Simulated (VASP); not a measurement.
A run of VASP 6.6.1 is set up as follows.

Contents of INCAR:

```
SYSTEM = Mg
  PREC = Accurate
  ENCUT = 520
  EDIFF = 1E-6
  ISMEAR = 0
  SIGMA = 0.15
  LREAL = .FALSE.
  LASPH = .TRUE.
  NELM = 80
  ALGO = Fast
  ISIF = 2
  LWAVE = .FALSE.
  LCHARG = .TRUE.
  LELF = .TRUE.
  LVHAR = .TRUE.
  NBANDS = 7
```

Contents of KPOINTS:

```
regular mesh
0
G
  18 18 18
  0 0 0
```

The input POSCAR:

```
Mg
1.0
   -1.7727644967      1.7727644967      1.7727644967
    1.7727644967     -1.7727644967      1.7727644967
    1.7727644967      1.7727644967     -1.7727644967
Mg
1
Direct
    0.0000000000      0.0000000000      0.0000000000
```

Potentials or basis: VASP PAW LDA potentials, release 64 (Mg).

The run is started by

```sh
$ cat potpaw_LDA.64/Mg/POTCAR > POTCAR
$ mpirun -np 1 vasp_std > vasp.out
```

(1) Predict the pressure.

(2) Predict the band gap on the k mesh.

Results:

(1) -1.5 GPa.

(2) zero (band 1 reaches 6.54 eV, above the bottom of band 2 at 1.70 eV).
